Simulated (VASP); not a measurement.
# Al3GaN4 (R3m) in VASP: a series of runs, part 2 of 3

VASP 6.6.1. Earlier steps stand in the parts before.

### 4 Single point, PBEsol

This run uses another cell than the first one, of 10.66 Å³/atom, 0.997 times its volume.

Input file INCAR:

```
SYSTEM = Al3GaN4
PREC     = Accurate       ! precision mode
ENCUT    = 520            ! plane-wave cutoff, eV
EDIFF    = 1E-6           ! SCF threshold, eV
ISMEAR   = 0              ! smearing method
SIGMA    = 0.05           ! smearing width, eV
LREAL    = .False.        ! projectors in reciprocal space
LASPH    = .True.         ! aspherical terms in the spheres
NELM     = 80             ! most SCF steps
ALGO     = Normal         ! electronic algorithm
ISIF     = 2              ! what is computed and relaxed
LWAVE    = .False.        ! write WAVECAR
LCHARG   = .False.        ! write CHGCAR
GGA      = PS             ! functional
NBANDS   = 31             ! bands
```

Input file KPOINTS:

```
regular mesh
0
Gamma
  6 6 6
  0 0 0
```

Input file POSCAR:

```
Al3GaN4
1.0
    4.4071184415      0.1615208909      0.1615208909
    0.1615208909      4.4071184415      0.1615208909
    0.1615208909      0.1615208909      4.4071184415
Al Ga N
3 1 4
Direct
    0.5000000000      0.5000000000      0.0000000000
    0.5000000000      0.0000000000      0.5000000000
    0.0000000000      0.5000000000      0.5000000000
    0.0000000000      0.0000000000      0.0000000000
    0.7447140287      0.7447140287      0.2552859713
    0.7447140287      0.2552859713      0.7447140287
    0.2552859713      0.7447140287      0.7447140287
    0.2552859713      0.2552859713      0.2552859713
```

Potentials or basis: VASP PAW PBE potentials, release 64 (Al, Ga_d, N).

The run is started by

```sh
$ cat potpaw_PBE.64/Al/POTCAR potpaw_PBE.64/Ga_d/POTCAR potpaw_PBE.64/N/POTCAR > POTCAR
$ mpirun -np 1 vasp_std > vasp.out
```

OUTCAR:

```text
SYSTEM = Al3GaN4
   PREC = Accurate
   ENCUT = 520
   EDIFF = 1E-6
   ISMEAR = 0
   LREAL = .False.
   LASPH = .True.
   NELM = 80
   ISIF = 2
   GGA = PS

 ion  position               nearest neighbor table
   1  0.500  0.500  0.000-   8 1.85   7 1.85   6 1.85   5 2.03   2 3.00   3 3.00   2 3.00   4 3.00
                             3 3.00   4 3.00   2 3.23   2 3.23   3 3.23   3 3.23
   2  0.500  0.000  0.500-   8 1.85   7 1.85   5 1.85   6 2.03   1 3.00   4 3.00   1 3.00   3 3.00
                             3 3.00   4 3.00   1 3.23   1 3.23   3 3.23   3 3.23
   3  0.000  0.500  0.500-   8 1.85   6 1.85   5 1.85   7 2.03   1 3.00   4 3.00   2 3.00   4 3.00
                             1 3.00   2 3.00   1 3.23   2 3.23   1 3.23   2 3.23
   4  0.000  0.000  0.000-   5 1.90   6 1.90   7 1.90   8 2.09   2 3.00   3 3.00   1 3.00   3 3.00
                             1 3.00   2 3.00
   5  0.745  0.745  0.255-   2 1.85   3 1.85   4 1.90   1 2.03
   6  0.745  0.255  0.745-   1 1.85   3 1.85   4 1.90   2 2.03
   7  0.255  0.745  0.745-   1 1.85   2 1.85   4 1.90   3 2.03
   8  0.255  0.255  0.255-   1 1.85   2 1.85   3 1.85   4 2.09

  LATTYP: Found a trigonal (rhomboedric) cell.
 ALAT       =     4.4130342117
 COS(alpha) =     0.0744432349

  Lattice vectors:

 A1 = (   4.4071184415,   0.1615208909,   0.1615208909)
 A2 = (   0.1615208909,   4.4071184415,   0.1615208909)
 A3 = (   0.1615208909,   0.1615208909,   4.4071184415)

Analysis of symmetry for initial positions (statically):
=====================================================================
 Subroutine PRICEL returns:
 Original cell was already a primitive cell.

 Routine SETGRP: Setting up the symmetry group for a
 trigonal (rhombohedral) supercell.

 Subroutine GETGRP returns: Found  6 space group operations
 (whereof  6 operations were pure point group operations)
 out of a pool of 12 trial point group operations.

The static configuration has the point symmetry C_3v.

Analysis of symmetry for dynamics (positions and initial velocities):
=====================================================================
 Subroutine PRICEL returns:
 Original cell was already a primitive cell.
[... 149 lines left out ...]
   LEPSILON=     F    determine dielectric tensor
   LRPA    =     F    only Hartree local field effects (RPA)
 non-spin polarized calculation
 Gauss-broadening in eV      SIGMA  =   0.05
  energy-cutoff  :      520.00
  volume of cell :       85.26
 maximum number of plane-waves:      2323
 NGX is ok and might be reduce to    36
   NGX = 17   NGY = 17   NGZ = 17

 number of electron      41.9999995 magnetization

 Free energy of the ion-electron system (eV)
  ---------------------------------------------------
  ext. energy  EPLUGINS =         0.00000000
  ---------------------------------------------------
  free energy    TOTEN  =       -59.09990258 eV

  energy without entropy =      -59.09990258  energy(sigma->0) =      -59.09990258

 E-fermi :   6.1063     XC(G=0): -11.3411

 val. band max:        5.8677821242   @ k =   0.0000   0.0000   0.0000
 cond. band min:       8.6251762296   @ k =   0.0000   0.0000   0.0000
 fundamental gap:      2.7573941053
 Fermi energy:         6.1063010389

 k-point     1 :       0.0000    0.0000    0.0000
  band No.  band energies     occupation
      1      -9.5600      2.00000
      2      -7.8978      2.00000
      3      -7.8978      2.00000
      4      -7.5465      2.00000
      5      -6.9824      2.00000
      6      -6.9824      2.00000
[... 805 lines left out ...]
     30      16.4705      0.00000
     31      16.7779      0.00000

 [... further k-points ...]

------------------------ aborting loop because EDIFF is reached ----------------------------------------

  FORCE on cell =-STRESS in cart. coord.  units (eV):
  Direction    XX          YY          ZZ          XY          YZ          ZX
  --------------------------------------------------------------------------------------
  -------------------------------------------------------------------------------------
  Total        1.9913312      1.9913312      1.9913312     -7.6504823     -7.6504823     -7.6504823
  in kB       37.4197232     37.4197232     37.4197232   -143.7625922   -143.7625922   -143.7625922
  external PRESSURE =      37.4197232 kB  Pullay stress =       0.0000000 kB

 VOLUME and BASIS-vectors are now :
 -----------------------------------------------------------------------------
  energy-cutoff  :      520.00
  volume of cell :       85.26
      direct lattice vectors                 reciprocal lattice vectors
     4.407118441  0.161520891  0.161520891     0.227495179 -0.008042925 -0.008042925
     0.161520891  4.407118441  0.161520891    -0.008042925  0.227495179 -0.008042925
     0.161520891  0.161520891  4.407118441    -0.008042925 -0.008042925  0.227495179

 POSITION                                       TOTAL-FORCE (eV/Angst)
 -----------------------------------------------------------------------------------
      2.28432      2.28432      0.16152         0.372878      0.372878      0.409139
      2.28432      0.16152      2.28432         0.372878      0.409139      0.372878
      0.16152      2.28432      2.28432         0.409139      0.372878      0.372878
      0.00000      0.00000      0.00000         0.389672      0.389672      0.389672
      3.44356      3.44356      1.36565        -0.393170     -0.393170     -0.455091
      3.44356      1.36565      3.44356        -0.393170     -0.455091     -0.393170
      1.36565      3.44356      3.44356        -0.455091     -0.393170     -0.393170
      1.20754      1.20754      1.20754        -0.303137     -0.303137     -0.303137
 -----------------------------------------------------------------------------------
    total drift:                                0.000854      0.000854      0.000854

  FREE ENERGIE OF THE ION-ELECTRON SYSTEM (eV)
  ---------------------------------------------------
  free  energy   TOTEN  =       -59.0999025784 eV

  energy  without entropy=      -59.0999025784  energy(sigma->0) =      -59.09990258
```

OSZICAR:

```text
N       E                     dE             d eps       ncg     rms          rms(c)
DAV:   1     0.322459845351E+03    0.32246E+03   -0.19401E+04  2180   0.168E+03
DAV:   2    -0.224248722714E+02   -0.34488E+03   -0.31980E+03  2303   0.446E+02
DAV:   3    -0.663148170933E+02   -0.43890E+02   -0.43251E+02  2243   0.128E+02
DAV:   4    -0.680907699728E+02   -0.17760E+01   -0.17696E+01  2689   0.287E+01
DAV:   5    -0.681293057758E+02   -0.38536E-01   -0.38523E-01  2380   0.395E+00    0.164E+01
DAV:   6    -0.591203971393E+02    0.90089E+01   -0.26924E+01  3163   0.536E+01    0.565E+00
DAV:   7    -0.591953703283E+02   -0.74973E-01   -0.28432E+00  2379   0.105E+01    0.402E+00
DAV:   8    -0.591256375811E+02    0.69733E-01   -0.42910E-01  2640   0.580E+00    0.929E-01
DAV:   9    -0.590996466049E+02    0.25991E-01   -0.94001E-02  3124   0.407E+00    0.463E-01
DAV:  10    -0.590997773922E+02   -0.13079E-03   -0.13534E-02  2422   0.646E-01    0.194E-01
DAV:  11    -0.590999027254E+02   -0.12533E-03   -0.72923E-04  3130   0.220E-01    0.229E-02
DAV:  12    -0.590999022171E+02    0.50836E-06   -0.87957E-05  2512   0.805E-02    0.165E-02
DAV:  13    -0.590999025784E+02   -0.36133E-06   -0.61441E-06  2722   0.242E-02
   1 F= -.59099903E+02 E0= -.59099903E+02  d E =-.396352E-13
```

stdout:

```text
POSCAR found type information on POSCAR AlGaN
 POSCAR found :  3 types and       8 ions
 scaLAPACK will be used
 -----------------------------------------------------------------------------
|                                                                             |
|                                                                             |
|     You enforced a specific xc type in the INCAR file but a different       |
|     I HOPE YOU KNOW WHAT YOU ARE DOING!                                     |
|                                                                             |
 -----------------------------------------------------------------------------

 LDA part: xc-table for (Slater+PW92), standard interpolation
 POSCAR, INCAR and KPOINTS ok, starting setup
 FFT: planning ... GRIDC
 FFT: planning ... GRID_SOFT
 FFT: planning ... GRID
 WAVECAR not read
 entering main loop
```

Run time: 66 s. Hardware: 1 thread of Intel Xeon Platinum 8488C (Sapphire Rapids), shared host; peak memory 0.24 GiB.

Results:

```yaml
Free_energy: -59.0999 eV
Pressure: 3.7 GPa
Largest_force: 0.719 eV/Å
Band_gap_on_the_k_mesh: 2.76 eV, direct
```

Forces in eV/Å, atoms in the order of the input:
```
Al   0.373  0.373  0.409
Al   0.373  0.409  0.373
Al   0.409  0.373  0.373
Ga   0.390  0.390  0.390
N   -0.393 -0.393 -0.455
N   -0.393 -0.455 -0.393
N   -0.455 -0.393 -0.393
N   -0.303 -0.303 -0.303
```

Caveat: the PAW data sets were made with another functional, which shifts forces and pressure a little. A k mesh can miss the band edges.

### 5 Single point, PBEsol

This run uses another cell than the first one, of 10.92 Å³/atom, 1.022 times its volume.

Input file INCAR:

```
SYSTEM = Al3GaN4
ALGO = Normal
EDIFF = 1E-6
ENCUT = 520
GGA = PS
ISIF = 2
ISMEAR = 0
LASPH = .True.
LCHARG = .True.
LELF = .True.
LREAL = .False.
LVHAR = .True.
LWAVE = .False.
NBANDS = 31
NELM = 60
PREC = Accurate
SIGMA = 0.05
```

Input file KPOINTS:

```
k-points
0
Gamma
  6 6 6
  0 0 0
```

POSCAR, as its differences from that of step 4:

```diff
@@ -2,5 +2,5 @@
 1.0
-    4.4071184415      0.1615208909      0.1615208909
-    0.1615208909      4.4071184415      0.1615208909
-    0.1615208909      0.1615208909      4.4071184415
+    4.4511896259     -0.2423915143     -0.2423915143
+   -0.2423915143      4.4511896259     -0.2423915143
+   -0.2423915143     -0.2423915143      4.4511896259
 Al Ga N
```

The run is started by

```sh
$ cat potpaw_PBE.64/Al/POTCAR potpaw_PBE.64/Ga_d/POTCAR potpaw_PBE.64/N/POTCAR > POTCAR
$ mpirun -np 1 vasp_std > vasp.out
```

It took 79 s on 1 thread of Intel Xeon Platinum 8488C (Sapphire Rapids), shared host; peak memory 0.24 GiB.

The run converged. Its results:

```
Free energy            : -57.6319 eV
Pressure               : 4.3 GPa
Largest force          : 3.233 eV/Å
Band gap on the k mesh : 2.46 eV, direct
```

Forces on the atoms (eV/Å):
```
Al  -1.741 -1.741 -1.985
Al  -1.741 -1.985 -1.741
Al  -1.985 -1.741 -1.741
Ga  -1.788 -1.788 -1.788
N    1.796  1.796  2.001
N    1.796  2.001  1.796
N    2.001  1.796  1.796
N    1.664  1.664  1.664
```

Stress tensor (GPa, compression positive):
```
 4.26 26.34 26.34
26.34  4.26 26.34
26.34 26.34  4.26
```

Levels at points of the mesh, in eV from the valence-band top:
```
           k point  band 18  band 19  band 20  band 21  band 22  band 23  band 24  band 25
(0.00, 0.00, 0.00)    -1.44    -0.48    -0.48     0.00     2.46     2.68     2.68     2.82
(0.50, 0.00, 0.00)    -1.99    -1.73    -0.97    -0.72     4.72     4.79     5.36     5.42
(0.50, 0.50, 0.00)    -1.25    -1.12    -0.61    -0.43     5.90     6.66     6.82     6.98
(0.50, 0.50, 0.50)    -0.61    -0.52    -0.52    -0.31     4.46     5.96     6.63     6.63
```

Caveat: the PAW data sets were made with another functional, which shifts forces and pressure a little.

(Part 2 of 3 ends here.)
